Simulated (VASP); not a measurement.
## CaB6: single point with r2SCAN

Crystal: CaB6.

```
Ca B
1.0
     4.17703    0.00000    0.00000
     0.00000    4.17703    0.00000
     0.00000    0.00000    4.17703
Ca B
1 6
Direct
  0.50000 0.50000 0.50000
  0.00000 0.00000 0.29821
  0.00000 0.00000 0.70179
  0.29821 0.00000 0.00000
  0.70179 0.00000 0.00000
  0.00000 0.29821 0.00000
  0.00000 0.70179 0.00000
```

```json
{
 "Program": "VASP 6.6.1",
 "Task": "single point",
 "Functional": "r2SCAN",
 "Potentials or basis": "VASP PAW PBE potentials, release 64 (Ca_sv, B)",
 "Cutoff": "520 eV",
 "k mesh": "6 × 6 × 6",
 "Occupations": "fermi-dirac, width 0.02 eV",
 "Spin": "no spin polarisation"
}
```

* Pressure: -4.2 GPa
* Largest force: 0.140 eV/Å
* Band gap on the k mesh: 0.03 eV

Forces on the atoms (eV/Å):
```
Ca   0.000  0.000  0.000
B    0.000  0.000 -0.140
B    0.000  0.000  0.140
B   -0.140  0.000  0.000
B    0.140  0.000  0.000
B    0.000 -0.140  0.000
B    0.000  0.140  0.000
```

Levels at points of the mesh, in eV from the valence-band top:
```tsv
k point	band 10	band 11	band 12	band 13	band 14	band 15	band 16	band 17	band 18	band 19
(0.00, 0.00, 0.00)	-5.75	-5.75	-0.36	-0.36	-0.36	2.90	2.90	2.90	3.58	3.58
(0.50, 0.00, 0.00)	-5.39	-2.54	-2.54	-1.92	0.00	0.03	3.36	3.36	4.05	4.08
(0.50, 0.50, 0.00)	-5.14	-2.83	-2.83	-1.60	-1.60	3.18	3.18	4.28	4.53	4.58
(0.50, 0.50, 0.50)	-4.58	-4.58	-1.18	-1.18	-1.18	4.62	4.95	4.95	5.06	5.06
```

It took 68 s on 1 thread of Intel(R) Xeon(R) Platinum 8488C (Sapphire Rapids), with other jobs on the host, peak memory 0.2 GiB.

Caveat: the cell stands under tension; the PAW data sets were made with another functional, which shifts forces and pressure a little. A k mesh can miss the band edges.
